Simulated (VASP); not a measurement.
# Ni3GeC (Pm-3m) in VASP: notebook

Aim: see how the results for Ni3GeC move with the level of theory and the settings. Levels: LDA, PBEsol, PBE+D4. Tasks: single point, relaxation of cell and atoms.

All numbers are computed with VASP 6.6.1; they aren't measurements. Logs are shortened: lines on timing, memory, paths and dates and some standing lists are left out, and cuts for length are marked.

### 1 The cell of the first run

The structure is cubic, space group Pm-3m (No. 221). The conventional cell has a = 3.728 Å, b = 3.728 Å, c = 3.728 Å, α = 90.00°, β = 90.00°, γ = 90.00°. Ni (site symmetry 4/mmm) has 2 C at 1.86 Å within 2.5 Å. Within 3.5 Å of Ge (site symmetry m-3m) lie 12 Ni at 2.64 Å and 8 C at 3.23 Å. C (site symmetry m-3m) has 6 Ni at 1.86 Å within 2.5 Å.

### 2 Single point, LDA, collinear spin, ferromagnetic start

The input, INCAR:

```
ALGO = Normal ; EDIFF = 1E-6
ENCUT = 520 ; ISIF = 2
ISMEAR = -1 ; ISPIN = 2
LASPH = True ; LCHARG = False
LMAXMIX = 4 ; LORBIT = 11
LREAL = False ; LWAVE = False
MAGMOM = 1.5 1.5 1.5 0 0 ; NBANDS = 36
NELM = 150 ; PREC = Accurate
SIGMA = 0.1
```

The input, KPOINTS:

```
k-points
0
Gamma
  6 6 6
```

The input, POSCAR:

```
Ni3GeC
1.0
    3.7283036107      0.0000000000      0.0000000000
    0.0000000000      3.7283036107      0.0000000000
    0.0000000000      0.0000000000      3.7283036107
Ni Ge C
3 1 1
Direct
    0.0000000000      0.5000000000      0.5000000000
    0.5000000000      0.5000000000      0.0000000000
    0.5000000000      0.0000000000      0.5000000000
    0.0000000000      0.0000000000      0.0000000000
    0.5000000000      0.5000000000      0.5000000000
```

Potentials or basis: VASP PAW LDA potentials, release 64 (Ni, Ge_d, C).

Started as:

```sh
cat potpaw_LDA.64/Ni/POTCAR potpaw_LDA.64/Ge_d/POTCAR potpaw_LDA.64/C/POTCAR > POTCAR
mpirun -np 1 vasp_std > vasp.out
```

OUTCAR:

```text
EDIFF = 1E-6
   ENCUT = 520
   ISIF = 2
   ISMEAR = -1
   ISPIN = 2
   LASPH = True
   LORBIT = 11
   LREAL = False
   NELM = 150
   PREC = Accurate

 ion  position               nearest neighbor table
   1  0.000  0.500  0.500-   5 1.86   5 1.86   4 2.64   2 2.64   2 2.64   4 2.64   3 2.64   4 2.64
                             4 2.64   2 2.64   3 2.64   3 2.64   2 2.64   3 2.64
   2  0.500  0.500  0.000-   5 1.86   5 1.86   4 2.64   1 2.64   1 2.64   3 2.64   3 2.64   3 2.64
                             4 2.64   3 2.64   1 2.64   4 2.64   1 2.64   4 2.64
   3  0.500  0.000  0.500-   5 1.86   5 1.86   4 2.64   1 2.64   2 2.64   4 2.64   1 2.64   2 2.64
                             2 2.64   2 2.64   1 2.64   4 2.64   4 2.64   1 2.64
   4  0.000  0.000  0.000-   1 2.64   2 2.64   3 2.64   1 2.64   3 2.64   1 2.64   2 2.64   1 2.64
                             2 2.64   3 2.64   3 2.64   2 2.64
   5  0.500  0.500  0.500-   1 1.86   2 1.86   3 1.86   2 1.86   3 1.86   1 1.86

  LATTYP: Found a simple cubic cell.
 ALAT       =     3.7283036107

  Lattice vectors:

 A1 = (   3.7283036107,   0.0000000000,   0.0000000000)
 A2 = (   0.0000000000,   3.7283036107,   0.0000000000)
 A3 = (   0.0000000000,   0.0000000000,   3.7283036107)

Analysis of symmetry for initial positions (statically):
=====================================================================
 Subroutine PRICEL returns:
 Original cell was already a primitive cell.

 Routine SETGRP: Setting up the symmetry group for a
 simple cubic supercell.

 Subroutine GETGRP returns: Found 48 space group operations
 (whereof 48 operations were pure point group operations)
 out of a pool of 48 trial point group operations.

The static configuration has the point symmetry O_h .

Analysis of symmetry for dynamics (positions and initial velocities):
=====================================================================
 Subroutine PRICEL returns:
 Original cell was already a primitive cell.

 Routine SETGRP: Setting up the symmetry group for a
 simple cubic supercell.

 Subroutine GETGRP returns: Found 48 space group operations
 (whereof 48 operations were pure point group operations)
 out of a pool of 48 trial point group operations.

The dynamic configuration has the point symmetry O_h .

Analysis of structural, dynamic, and magnetic symmetry:
=====================================================================
 Subroutine PRICEL returns:
 Original cell was already a primitive cell.

 Routine SETGRP: Setting up the symmetry group for a
 simple cubic supercell.

 Subroutine GETGRP returns: Found 48 space group operations
 (whereof 48 operations were pure point group operations)
 out of a pool of 48 trial point group operations.

[... 137 lines left out ...]
   NGX = 13   NGY = 13   NGZ = 13

 number of electron      47.9999903 magnetization      -0.0033930

 number of electron      47.9999903 magnetization       0.0001118

 Free energy of the ion-electron system (eV)
  ---------------------------------------------------
  ext. energy  EPLUGINS =         0.00000000
  ---------------------------------------------------
  free energy    TOTEN  =       -35.00323231 eV

  energy without entropy =      -34.88016590  energy(sigma->0) =      -34.94169911

 E-fermi :   9.9584     XC(G=0): -13.4938

 val. band max:        9.9156432156   @ k =   0.3333   0.1667   0.1667
 cond. band min:       9.9676086218   @ k =   0.5000   0.3333   0.3333
 fundamental gap:      0.0519654062
 Fermi energy:         9.9584483330

 spin component 1

 k-point     1 :       0.0000    0.0000    0.0000
  band No.  band energies     occupation
      1     -15.1372      1.00000
      2     -15.1372      1.00000
      3     -15.1330      1.00000
      4     -15.1330      1.00000
      5     -15.1330      1.00000
      6      -4.6205      1.00000
[... 769 lines left out ...]
     35      23.5514      0.00000
     36      27.6380      0.00000
 Fermi energy:         9.9584483330

 spin component 2

 k-point     1 :       0.0000    0.0000    0.0000
  band No.  band energies     occupation
      1     -15.1372      1.00000
      2     -15.1372      1.00000
      3     -15.1330      1.00000
      4     -15.1330      1.00000
      5     -15.1330      1.00000
      6      -4.6205      1.00000
[... 769 lines left out ...]
     35      23.5514      0.00000
     36      27.6381      0.00000

------------------------ aborting loop because EDIFF is reached ----------------------------------------

  FORCE on cell =-STRESS in cart. coord.  units (eV):
  Direction    XX          YY          ZZ          XY          YZ          ZX
  --------------------------------------------------------------------------------------
  -------------------------------------------------------------------------------------
  Total        0.1602590      0.1602590      0.1602590     -0.0000000     -0.0000000     -0.0000000
  in kB        4.9544943      4.9544943      4.9544943     -0.0000000     -0.0000000     -0.0000000
  external PRESSURE =       4.9544943 kB  Pullay stress =       0.0000000 kB

 VOLUME and BASIS-vectors are now :
 -----------------------------------------------------------------------------
  energy-cutoff  :      520.00
  volume of cell :       51.82
      direct lattice vectors                 reciprocal lattice vectors
     3.728303611  0.000000000  0.000000000     0.268218499  0.000000000  0.000000000
     0.000000000  3.728303611  0.000000000     0.000000000  0.268218499  0.000000000
     0.000000000  0.000000000  3.728303611     0.000000000  0.000000000  0.268218499

 POSITION                                       TOTAL-FORCE (eV/Angst)
 -----------------------------------------------------------------------------------
      0.00000      1.86415      1.86415         0.000000      0.000000      0.000000
      1.86415      1.86415      0.00000         0.000000      0.000000      0.000000
      1.86415      0.00000      1.86415         0.000000      0.000000      0.000000
      0.00000      0.00000      0.00000         0.000000      0.000000      0.000000
      1.86415      1.86415      1.86415         0.000000      0.000000      0.000000
 -----------------------------------------------------------------------------------
    total drift:                                0.000000      0.000000      0.000000

  FREE ENERGIE OF THE ION-ELECTRON SYSTEM (eV)
  ---------------------------------------------------
  free  energy   TOTEN  =       -35.0032323117 eV

  energy  without entropy=      -34.8801659004  energy(sigma->0) =      -34.94169911

 total charge

# of ion       s       p       d       tot
------------------------------------------
    1        0.468   0.641   8.532   9.641
    2        0.468   0.641   8.532   9.641
    3        0.468   0.641   8.532   9.641
    4        1.150   1.089  10.067  12.306
    5        0.876   1.583   0.000   2.459
--------------------------------------------------
tot          3.430   4.594  35.663  43.687

 magnetization (x)

# of ion       s       p       d       tot
------------------------------------------
    1        0.000  -0.000   0.000   0.000
    2        0.000  -0.000   0.000   0.000
    3        0.000  -0.000   0.000   0.000
    4        0.000  -0.000  -0.000   0.000
    5        0.000   0.000   0.000   0.000
--------------------------------------------------
tot          0.000   0.000   0.000   0.000
```

Run time: 2.2 min. Hardware: 1 thread of Intel Xeon 8259CL, shared host; peak memory 0.19 GiB.

What came out:

```
Free energy                                           : -35.0032 eV
Pressure                                              : 0.5 GPa
Band gap on the k mesh                                : zero (filled and empty bands overlap)
Net moment                                            : 0.00 μB per cell
Valence electrons inside the program's atomic spheres : Ni 9.64; Ge 12.31; C 2.46
```

Levels at points of the mesh, in eV from the Fermi level:
Spin up:
```csv
k point,band 21,band 22,band 23,band 24,band 25,band 26,band 27,band 28
"(0.00, 0.00, 0.00)",-1.04,-1.04,-1.04,-0.78,0.68,1.49,1.49,1.49
"(0.50, 0.00, 0.00)",-1.39,-1.04,-0.09,-0.09,0.51,2.32,2.42,2.42
"(0.50, 0.50, 0.00)",-1.47,-1.38,-0.60,-0.60,1.12,4.01,4.01,4.22
"(0.50, 0.50, 0.50)",-1.52,-1.00,-1.00,-1.00,-0.40,1.01,1.01,1.01
```
Spin down:
```tsv
k point	band 22	band 23	band 24	band 25	band 26	band 27
(0.00, 0.00, 0.00)	-1.04	-1.04	-0.78	0.68	1.49	1.49
(0.50, 0.00, 0.00)	-1.04	-0.09	-0.09	0.51	2.32	2.42
(0.50, 0.50, 0.00)	-1.38	-0.60	-0.60	1.12	4.01	4.01
(0.50, 0.50, 0.50)	-1.00	-1.00	-1.00	-0.40	1.01	1.01
```

Caveat: the moments typed at the start vanished in this run.

### 3 Single point, PBEsol, collinear spin, ferromagnetic start

This run uses another cell than the first one, of 10.67 Å³/atom.

The input, INCAR:

```
ALGO = Normal
EDIFF = 1E-6
ENCUT = 520
GGA = PS
ISIF = 2
ISMEAR = -1
ISPIN = 2
LASPH = T
LCHARG = F
LMAXMIX = 4
LORBIT = 11
LREAL = F
LWAVE = F
MAGMOM = 1.5 1.5 1.5 0 0
NBANDS = 36
NELM = 150
PREC = Accurate
SIGMA = 0.1
```

KPOINTS is that of step 2.

POSCAR: that of step 2 with these lines changed.

```diff
@@ -2,5 +2,5 @@
 1.0
-    3.7283036107      0.0000000000      0.0000000000
-    0.0000000000      3.7283036107      0.0000000000
-    0.0000000000      0.0000000000      3.7283036107
+    3.7640458874      0.0000000000      0.0000000000
+    0.0000000000      3.7640458874      0.0000000000
+    0.0000000000      0.0000000000      3.7640458874
 Ni Ge C
```

Potentials or basis: VASP PAW PBE potentials, release 64 (Ni, Ge_d, C).

Started as:

```sh
cat potpaw_PBE.64/Ni/POTCAR potpaw_PBE.64/Ge_d/POTCAR potpaw_PBE.64/C/POTCAR > POTCAR
mpirun -np 1 vasp_std > vasp.out
```

It took 2.5 min on 1 thread of Intel Xeon 8259CL, shared host; peak memory 0.21 GiB.

The run converged. Its results:

```
Free energy                                           : -32.9042 eV
Pressure                                              : 0.3 GPa
Band gap on the k mesh                                : zero (filled and empty bands overlap)
Net moment                                            : 0.00 μB per cell
Valence electrons inside the program's atomic spheres : Ni 9.57; Ge 12.26; C 2.43
```

Levels at points of the mesh, in eV from the Fermi level:
Spin up:
```csv
k point,band 20,band 21,band 22,band 23,band 24,band 25,band 26,band 27,band 28,band 29
"(0.00, 0.00, 0.00)",-1.74,-0.99,-0.99,-0.99,-0.73,0.62,1.51,1.51,1.51,4.79
"(0.50, 0.00, 0.00)",-1.87,-1.31,-0.99,-0.08,-0.08,0.48,2.19,2.38,2.38,5.56
"(0.50, 0.50, 0.00)",-1.68,-1.38,-1.30,-0.57,-0.57,1.10,3.92,3.92,4.13,4.48
"(0.50, 0.50, 0.50)",-1.43,-1.43,-0.95,-0.95,-0.95,-0.39,0.98,0.98,0.98,9.53
```
Spin down:
```
           k point  band 22  band 23  band 24  band 25  band 26  band 27
(0.00, 0.00, 0.00)    -0.99    -0.99    -0.73     0.62     1.51     1.51
(0.50, 0.00, 0.00)    -0.99    -0.08    -0.08     0.48     2.19     2.38
(0.50, 0.50, 0.00)    -1.30    -0.57    -0.57     1.10     3.92     3.92
(0.50, 0.50, 0.50)    -0.94    -0.94    -0.94    -0.39     0.98     0.98
```

Caveat: the moments typed at the start vanished in this run; the PAW data sets were made with another functional, which shifts forces and pressure a little.

### 4 Single point, PBE+D4, collinear spin, ferromagnetic start

This run uses another cell than the first one, of 10.81 Å³/atom.

The input, INCAR:

```
SYSTEM = Ni3GeC
PREC = Accurate ; ENCUT = 520
EDIFF = 1E-6 ; ISMEAR = -1
SIGMA = 0.1 ; LREAL = .False.
LASPH = .True. ; NELM = 150
ALGO = Normal ; ISIF = 2
LWAVE = .False. ; LCHARG = .True.
ISPIN = 2 ; MAGMOM = 1.5 1.5 1.5 0 0
LORBIT = 11 ; LMAXMIX = 4
GGA = PE ; IVDW = 13
LELF = .True. ; LVHAR = .True.
NBANDS = 36
```

The input, KPOINTS:

```
Automatic mesh
0
Gamma
  6 6 6
  0 0 0
```

POSCAR: that of step 3 with these lines changed.

```diff
@@ -2,5 +2,5 @@
 1.0
-    3.7640458874      0.0000000000      0.0000000000
-    0.0000000000      3.7640458874      0.0000000000
-    0.0000000000      0.0000000000      3.7640458874
+    3.7806206454      0.0000000000      0.0000000000
+    0.0000000000      3.7806206454      0.0000000000
+    0.0000000000      0.0000000000      3.7806206454
 Ni Ge C
```

Potentials or basis: VASP PAW PBE potentials, release 64 (Ni, Ge_d, C).

Started as:

```sh
cat potpaw_PBE.64/Ni/POTCAR potpaw_PBE.64/Ge_d/POTCAR potpaw_PBE.64/C/POTCAR > POTCAR
mpirun -np 1 vasp_std > vasp.out
```

OUTCAR:

```text
SYSTEM = Ni3GeC
   PREC = Accurate
   ENCUT = 520
   EDIFF = 1E-6
   ISMEAR = -1
   LREAL = .False.
   LASPH = .True.
   NELM = 150
   ISIF = 2
   ISPIN = 2
   LORBIT = 11
   GGA = PE
   IVDW = 13

 ion  position               nearest neighbor table
   1  0.000  0.500  0.500-   5 1.89   5 1.89   4 2.67   2 2.67   2 2.67   4 2.67   3 2.67   4 2.67
                             4 2.67   2 2.67   3 2.67   3 2.67   2 2.67   3 2.67
   2  0.500  0.500  0.000-   5 1.89   5 1.89   4 2.67   1 2.67   1 2.67   3 2.67   3 2.67   3 2.67
                             4 2.67   3 2.67   1 2.67   4 2.67   1 2.67   4 2.67
   3  0.500  0.000  0.500-   5 1.89   5 1.89   4 2.67   1 2.67   2 2.67   4 2.67   1 2.67   2 2.67
                             2 2.67   2 2.67   1 2.67   4 2.67   4 2.67   1 2.67
   4  0.000  0.000  0.000-   1 2.67   2 2.67   3 2.67   1 2.67   3 2.67   1 2.67   2 2.67   1 2.67
                             2 2.67   3 2.67   3 2.67   2 2.67
   5  0.500  0.500  0.500-   1 1.89   2 1.89   3 1.89   2 1.89   3 1.89   1 1.89

  LATTYP: Found a simple cubic cell.
 ALAT       =     3.7806206454

  Lattice vectors:

 A1 = (   3.7806206454,   0.0000000000,   0.0000000000)
[... 1774 lines left out ...]
  -------------------------------------------------------------------------------------
  Total       0.06926     0.06926     0.06926     0.00000    -0.00000     0.00000
  in kB       2.05359     2.05359     2.05359     0.00000    -0.00000     0.00000
  external pressure =        2.05 kB  Pullay stress =        0.00 kB

 VOLUME and BASIS-vectors are now :
 -----------------------------------------------------------------------------
  energy-cutoff  :      520.00
  volume of cell :       54.04
      direct lattice vectors                 reciprocal lattice vectors
     3.780620645  0.000000000  0.000000000     0.264506835  0.000000000  0.000000000
     0.000000000  3.780620645  0.000000000     0.000000000  0.264506835  0.000000000
     0.000000000  0.000000000  3.780620645     0.000000000  0.000000000  0.264506835

 POSITION                                       TOTAL-FORCE (eV/Angst)
 -----------------------------------------------------------------------------------
      0.00000      1.89031      1.89031         0.000000      0.000000      0.000000
      1.89031      1.89031      0.00000         0.000000      0.000000      0.000000
      1.89031      0.00000      1.89031         0.000000      0.000000      0.000000
      0.00000      0.00000      0.00000         0.000000      0.000000      0.000000
      1.89031      1.89031      1.89031         0.000000      0.000000      0.000000
 -----------------------------------------------------------------------------------
    total drift:                                0.000000      0.000000      0.000000

  FREE ENERGIE OF THE ION-ELECTRON SYSTEM (eV)
  ---------------------------------------------------
  free  energy   TOTEN  =       -31.8139566408 eV

  energy  without entropy=      -31.6843680286  energy(sigma->0) =      -31.74916233

 total charge

# of ion       s       p       d       tot
------------------------------------------
    1        0.447   0.594   8.486   9.527
    2        0.447   0.594   8.486   9.527
    3        0.447   0.594   8.486   9.527
    4        1.147   1.049  10.056  12.252
    5        0.882   1.552   0.000   2.434
--------------------------------------------------
tot          3.369   4.382  35.515  43.266

 magnetization (x)

# of ion       s       p       d       tot
------------------------------------------
    1        0.000   0.000   0.000   0.000
    2        0.000   0.000   0.000   0.000
    3        0.000   0.000   0.000   0.000
    4        0.000   0.000  -0.000   0.000
    5        0.000   0.000   0.000   0.000
--------------------------------------------------
tot          0.000   0.000   0.001   0.002
```

OSZICAR:

```text
N       E                     dE             d eps       ncg     rms          rms(c)
DAV:   1     0.376365388533E+03    0.37637E+03   -0.20859E+04  3340   0.283E+03
DAV:   2     0.225815281584E+02   -0.35378E+03   -0.32514E+03  2888   0.532E+02
DAV:   3    -0.326248821339E+02   -0.55206E+02   -0.52334E+02  3000   0.165E+02
DAV:   4    -0.351505778367E+02   -0.25257E+01   -0.25035E+01  3268   0.384E+01
DAV:   5    -0.352030430843E+02   -0.52465E-01   -0.52444E-01  3332   0.535E+00    0.270E+01
DAV:   6    -0.361291611027E+02   -0.92612E+00   -0.43816E+01  3692   0.972E+01    0.249E+01
DAV:   7    -0.297353170325E+02    0.63938E+01   -0.16397E+01  3396   0.663E+01    0.560E+00
DAV:   8    -0.297881189699E+02   -0.52802E-01   -0.11645E+00  3212   0.667E+00    0.275E+00
DAV:   9    -0.297632927179E+02    0.24826E-01   -0.41681E-02  4128   0.240E+00    0.103E+00
DAV:  10    -0.297627047796E+02    0.58794E-03   -0.68981E-03  3644   0.698E-01    0.336E-01
DAV:  11    -0.297629507964E+02   -0.24602E-03   -0.78293E-04  3908   0.365E-01    0.109E-01
DAV:  12    -0.297629901876E+02   -0.39391E-04   -0.13717E-04  3340   0.109E-01    0.541E-02
DAV:  13    -0.297629906350E+02   -0.44743E-06   -0.17593E-05  4100   0.470E-02    0.271E-02
DAV:  14    -0.297629916233E+02   -0.98830E-06   -0.26208E-06  2864   0.155E-02
   1 F= -.31813957E+02 E0= -.31749162E+02  d E =-.129589E+00  mag=     0.0004
```

Wall time 2.4 min (1 thread of Intel Xeon 8259CL, shared host); peak memory 0.21 GiB.

Results:

* Free energy: -31.8140 eV
* Pressure: 0.2 GPa
* Band gap on the k mesh: zero (filled and empty bands overlap)
* Net moment: 0.00 μB per cell
* Valence electrons inside the program's atomic spheres: Ni 9.53; Ge 12.25; C 2.43
* Dispersion energy per atom: -0.410 eV

Caveat: the moments typed at the start vanished in this run.

[end of part 1 of 2]

The gap in the log of VASP goes by the Fermi energy; the results here count the filled bands.